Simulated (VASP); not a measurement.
# PbS (Fm-3m) in VASP: a series of runs, part 2 of 2

VASP 6.6.1.

## 4. Single point, r2SCAN (strain +1.0%)

POSCAR

```
PbS
1.0
    0.0000000000      3.0171050030      3.0171050030
    3.0171050030      0.0000000000      3.0171050030
    3.0171050030      3.0171050030      0.0000000000
Pb S
1 1
Direct
    0.0000000000      0.0000000000      0.0000000000
    0.5000000000      0.5000000000      0.5000000000
```

INCAR.step1

```
SYSTEM = PbS
ALGO     = Normal         ! electronic algorithm
EDIFF    = 1E-4           ! SCF threshold, eV
ENCUT    = 520            ! plane-wave cutoff, eV
GGA      = PE             ! functional
ISMEAR   = 0              ! smearing method
LASPH    = .TRUE.         ! aspherical terms in the spheres
LCHARG   = .FALSE.        ! write CHGCAR
LREAL    = .FALSE.        ! projectors in reciprocal space
LWAVE    = .TRUE.         ! write WAVECAR
NBANDS   = 17             ! bands
NELM     = 100            ! most SCF steps
PREC     = Accurate       ! precision mode
SIGMA    = 0.01           ! smearing width, eV
```

INCAR.step2

```
SYSTEM = PbS
ALGO     = Normal         ! electronic algorithm
EDIFF    = 1E-6           ! SCF threshold, eV
ENCUT    = 520            ! plane-wave cutoff, eV
ISIF     = 2              ! what is computed and relaxed
ISMEAR   = 0              ! smearing method
ISTART   = 1            
LASPH    = .TRUE.         ! aspherical terms in the spheres
LCHARG   = .TRUE.         ! write CHGCAR
LELF     = .TRUE.         ! ELF
LMIXTAU  = .TRUE.       
LREAL    = .FALSE.        ! projectors in reciprocal space
LVHAR    = .TRUE.       
LWAVE    = .FALSE.        ! write WAVECAR
METAGGA  = R2SCAN         ! meta-GGA
NBANDS   = 17             ! bands
NELM     = 100            ! most SCF steps
PREC     = Accurate       ! precision mode
SIGMA    = 0.01           ! smearing width, eV
```

KPOINTS

```
k-points
0
G
  8 8 8
  0 0 0
```

Potentials or basis: VASP PAW PBE potentials, release 64 (Pb_d, S).

Started as:

```console
$ cat potpaw_PBE.64/Pb_d/POTCAR potpaw_PBE.64/S/POTCAR > POTCAR
$ cp INCAR.step1 INCAR
$ mpirun -np 1 vasp_std > vasp.out
$ cp INCAR.step2 INCAR
$ mpirun -np 1 vasp_std > vasp.out
```

OUTCAR:

```text
SYSTEM = PbS
   EDIFF = 1E-6
   ENCUT = 520
   ISIF = 2
   ISMEAR = 0
   ISTART = 1
   LASPH = .TRUE.
   LREAL = .FALSE.
   METAGGA = R2SCAN
   NELM = 100
   PREC = Accurate

 ion  position               nearest neighbor table
   1  0.000  0.000  0.000-   2 3.02   2 3.02   2 3.02   2 3.02   2 3.02   2 3.02
   2  0.500  0.500  0.500-   1 3.02   1 3.02   1 3.02   1 3.02   1 3.02   1 3.02

  LATTYP: Found a face centered cubic cell.
 ALAT       =     6.0342100060

  Lattice vectors:

 A1 = (   0.0000000000,   3.0171050030,   3.0171050030)
 A2 = (   3.0171050030,   0.0000000000,   3.0171050030)
 A3 = (   3.0171050030,   3.0171050030,   0.0000000000)

Analysis of symmetry for initial positions (statically):
=====================================================================
 Subroutine PRICEL returns:
 Original cell was already a primitive cell.

 Routine SETGRP: Setting up the symmetry group for a
 face centered cubic supercell.

 Subroutine GETGRP returns: Found 48 space group operations
 (whereof 48 operations were pure point group operations)
 out of a pool of 48 trial point group operations.

The static configuration has the point symmetry O_h .

Analysis of symmetry for dynamics (positions and initial velocities):
=====================================================================
 Subroutine PRICEL returns:
 Original cell was already a primitive cell.

 Routine SETGRP: Setting up the symmetry group for a
 face centered cubic supercell.

 Subroutine GETGRP returns: Found 48 space group operations
 (whereof 48 operations were pure point group operations)
 out of a pool of 48 trial point group operations.

The dynamic configuration has the point symmetry O_h .

 Subroutine INISYM returns: Found 48 space group operations
[... 111 lines left out ...]
   EFERMI =   0.00;   METHOD = LEGACY
   ISMEAR =     0;   SIGMA  =   0.01  broadening in eV -4-tet -1-fermi 0-gaus
   EFERMI_NEDOS =   21; number of points for ismear=-14 and -15
   IALGO  =     38    algorithm
   IMIX   =      4    mixing-type and parameters
     AMIX     =   0.40;   BMIX     =  1.00
     AMIX_MAG =   1.60;   BMIX_MAG =  1.00
  volume/ion in A,a.u.               =      27.46       185.34
  Fermi-wavevector in a.u.,A,eV,Ry     =   1.169009  2.209106 18.593468  1.366581
  Thomas-Fermi vector in A             =   2.305487
   LORBIT       =      0    0 simple, 1 ext, 2 COOP (PROOUT), +10 PAW based schemes
   METAGGA = R2SCAN    functional components
   LHFCALC =     F    Hartree Fock is set to
   AEXX    =    0.0000 exact exchange contribution
   IVDW    =     0    specifies the selected vdW correction
   LEPSILON=     F    determine dielectric tensor
   LRPA    =     F    only Hartree local field effects (RPA)
 non-spin polarized calculation
 Gauss-broadening in eV      SIGMA  =   0.01
  energy-cutoff  :      520.00
  volume of cell :       54.93
 maximum number of plane-waves:      1494
   NGX = 15   NGY = 15   NGZ = 15

 number of electron      20.0000005 magnetization

 Free energy of the ion-electron system (eV)
  ---------------------------------------------------
  ext. energy  EPLUGINS =         0.00000000
  ---------------------------------------------------
  free energy    TOTEN  =       -65.60425132 eV

  energy without entropy =      -65.60425132  energy(sigma->0) =      -65.60425132

 E-fermi :   5.0980     XC(G=0):  -9.9968

 val. band max:        4.9792381981   @ k =   0.5000   0.0000   0.0000
 cond. band min:       5.7843857982   @ k =   0.5000   0.0000   0.0000
 fundamental gap:      0.8051476001
 Fermi energy:         5.0980030133

 k-point     1 :       0.0000    0.0000    0.0000
  band No.  band energies     occupation
      1     -12.3436      2.00000
      2     -12.3436      2.00000
      3     -12.3436      2.00000
      4     -12.3259      2.00000
      5     -12.3259      2.00000
      6      -8.7145      2.00000
[... 457 lines left out ...]
      4     -12.3195      2.00000
      5     -12.3023      2.00000
      6      -7.3885      2.00000
[... 9 lines left out ...]
     16      16.4757      0.00000
     17      16.7585      0.00000

 [... further k-points ...]

------------------------ aborting loop because EDIFF is reached ----------------------------------------

  FORCE on cell =-STRESS in cart. coord.  units (eV):
  Direction    XX          YY          ZZ          XY          YZ          ZX
  --------------------------------------------------------------------------------------
  -------------------------------------------------------------------------------------
  Total       -0.5647014     -0.5647014     -0.5647014      0.0000000      0.0000000      0.0000000
  in kB      -16.4713112    -16.4713112    -16.4713112      0.0000000      0.0000000      0.0000000
  external PRESSURE =     -16.4713112 kB  Pullay stress =       0.0000000 kB

 VOLUME and BASIS-vectors are now :
 -----------------------------------------------------------------------------
  energy-cutoff  :      520.00
  volume of cell :       54.93
      direct lattice vectors                 reciprocal lattice vectors
     0.000000000  3.017105003  3.017105003    -0.165721776  0.165721776  0.165721776
     3.017105003  0.000000000  3.017105003     0.165721776 -0.165721776  0.165721776
     3.017105003  3.017105003  0.000000000     0.165721776  0.165721776 -0.165721776

 POSITION                                       TOTAL-FORCE (eV/Angst)
 -----------------------------------------------------------------------------------
      0.00000      0.00000      0.00000         0.000000      0.000000     -0.000000
      3.01711      3.01711      3.01711         0.000000     -0.000000      0.000000
 -----------------------------------------------------------------------------------
    total drift:                                0.000000     -0.000000     -0.000000

  FREE ENERGIE OF THE ION-ELECTRON SYSTEM (eV)
  ---------------------------------------------------
  free  energy   TOTEN  =       -65.6042513169 eV

  energy  without entropy=      -65.6042513169  energy(sigma->0) =      -65.60425132
```

Wall time 89 s (1 thread of Intel Xeon 8259CL, shared host); peak memory 0.2 GiB.

What came out:

| Quantity | Value |
| --- | --- |
| Free energy | -65.6043 eV |
| Pressure | -1.6 GPa |
| Band gap on the k mesh | 0.81 eV, direct |

Caveat: the cell differs from its parent crystal (strain +1.0%); the PAW data sets were made with another functional, which shifts forces and pressure a little; spin-orbit coupling is left out, which moves the levels of the heavy elements. A k mesh can miss the band edges.

## 5. Single point, r2SCAN (strain +2.0%)

POSCAR

```
PbS
1.0
    0.0000000000      3.0469773297      3.0469773297
    3.0469773297      0.0000000000      3.0469773297
    3.0469773297      3.0469773297      0.0000000000
Pb S
1 1
Direct
    0.0000000000      0.0000000000      0.0000000000
    0.5000000000      0.5000000000      0.5000000000
```

INCAR.step1

```
SYSTEM = PbS
ALGO = Normal ; EDIFF = 1E-4
ENCUT = 520 ; GGA = PE
ISMEAR = 0 ; LASPH = .True.
LCHARG = .False. ; LREAL = .False.
LWAVE = .True. ; NBANDS = 17
NELM = 60 ; PREC = Accurate
SIGMA = 0.01
```

INCAR.step2

```
SYSTEM = PbS
ALGO = Normal ; EDIFF = 1E-6
ENCUT = 520 ; ISIF = 2
ISMEAR = 0 ; ISTART = 1
LASPH = .True. ; LCHARG = .True.
LELF = .True. ; LMIXTAU = .True.
LREAL = .False. ; LVHAR = .True.
LWAVE = .False. ; METAGGA = R2SCAN
NBANDS = 17 ; NELM = 60
PREC = Accurate ; SIGMA = 0.01
```

KPOINTS

```
k-points
0
Gamma
  8 8 8
  0 0 0
```

Started as:

```console
$ cat potpaw_PBE.64/Pb_d/POTCAR potpaw_PBE.64/S/POTCAR > POTCAR
$ cp INCAR.step1 INCAR
$ mpirun -np 1 vasp_std > vasp.out
$ cp INCAR.step2 INCAR
$ mpirun -np 1 vasp_std > vasp.out
```

Run time: 1.8 min. Hardware: 1 thread of Intel Xeon 8259CL, shared host; peak memory 0.2 GiB.

Results (log left out):

```yaml
Free_energy: -65.5805 eV
Pressure: -3.1 GPa
Band_gap_on_the_k_mesh: 0.90 eV, direct
```

Levels at points of the mesh, in eV from the valence-band top:
```
           k point  band 6  band 7  band 8  band 9  band 10  band 11  band 12  band 13  band 14  band 15
(0.00, 0.00, 0.00)  -13.41   -6.18   -1.84   -1.84    -1.84     5.39     5.39     5.39     7.41     7.41
(0.50, 0.00, 0.00)  -12.35   -8.57   -1.50   -1.50     0.00     0.90     2.43     2.43     9.12    10.83
(0.50, 0.50, 0.00)  -12.02   -7.18   -4.61   -3.00    -3.00     4.57     5.79     5.85     5.85    11.72
```

Caveat: the cell differs from its parent crystal (strain +2.0%); the PAW data sets were made with another functional, which shifts forces and pressure a little; spin-orbit coupling is left out, which moves the levels of the heavy elements. A k mesh can miss the band edges.

## 6. Overview

```tsv
cell	gap on the mesh (eV)	pressure (GPa)
a = 4.140 Å, angles 60.0°, 2 atoms	0.46	4.0
a = 4.182 Å, angles 60.0°, 2 atoms	0.59	1.8
a = 4.267 Å, angles 60.0°, 2 atoms	0.81	-1.6
a = 4.309 Å, angles 60.0°, 2 atoms	0.90	-3.1
```

Alike in all rows: task single point; level r2SCAN; potentials or basis VASP PAW PBE potentials, release 64 (Pb_d, S); no spin polarisation; k mesh 8 × 8 × 8; cutoff (eV) 520; smearing gaussian 0.01 eV.

Caveats: the PAW data sets were made with another functional, which shifts forces and pressure a little; spin-orbit coupling is left out, which moves the levels of the heavy elements.

Total energies depend on the potentials used, so only differences within one code and one set of settings carry meaning.
